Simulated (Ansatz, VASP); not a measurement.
# Sn in VASP and in Ansatz

Contents of POSCAR:

```
Sn
1.0
   -1.8819356520      1.8819356520      1.8819356520
    1.8819356520     -1.8819356520      1.8819356520
    1.8819356520      1.8819356520     -1.8819356520
Sn
1
Direct
    0.0000000000      0.0000000000      0.0000000000
```

Contents of INCAR.step1:

```
SYSTEM = Sn
PREC = Accurate ; ENCUT = 520
EDIFF = 1E-5 ; ISMEAR = -1
SIGMA = 0.05 ; LREAL = .FALSE.
LASPH = .TRUE. ; NELM = 60
ALGO = Normal ; ISIF = 2
LWAVE = .TRUE. ; GGA = PE
NBANDS = 13
```

File INCAR.step2:

```
SYSTEM = Sn
PREC = Accurate ; ENCUT = 520
EDIFF = 1E-6 ; ISMEAR = -1
SIGMA = 0.05 ; LREAL = .FALSE.
LASPH = .TRUE. ; NELM = 60
ALGO = Normal ; ISIF = 2
LWAVE = .FALSE. ; LCHARG = .TRUE.
GGA = PE ; LHFCALC = .TRUE.
HFSCREEN = 0.2079 ; PRECFOCK = Normal
LELF = .TRUE. ; LVHAR = .TRUE.
ISTART = 1 ; NBANDS = 13
```

File KPOINTS:

```
regular mesh
0
G
  6 6 6
  0 0 0
```

The input input:

```
crystal:
  lattice:
    - [-1.881935652, 1.881935652, 1.881935652]
    - [1.881935652, -1.881935652, 1.881935652]
    - [1.881935652, 1.881935652, -1.881935652]
  atoms:
    - { symbol: Sn, position: [0.0, 0.0, 0.0] }
hamiltonian:
  xc: hse06
  pseudopotentials: { kind: paw }
kpoints:
  mp_grid: { grid: [6, 6, 6] }
scf:
  occupations: { method: fermi_dirac, width: 0.05 }
output:
  forces: true
  stress: true
  eigenvalues: true
```

Alike in both runs: task single point; functional HSE06; k mesh 6 × 6 × 6; occupations fermi-dirac, width 0.05 eV; no spin polarisation.

```csv
,VASP,Ansatz
version,VASP 6.6.1,Ansatz 0.2.0
potentials or method,"VASP PAW PBE potentials, release 64 (Sn_d)",Ansatz PAW
plane-wave cutoff (eV),520,420
valence electrons in the cell,14,14
```

```csv
,VASP,Ansatz,Ansatz less VASP
gap on the k mesh at the Fermi level (eV),none,none,-
pressure (GPa),0.3,0.3,+0.05
```

A gap of «none» marks a metal or a gap that the smearing closes.

The k mesh is coarse, so the values compare programs but aren't converged.
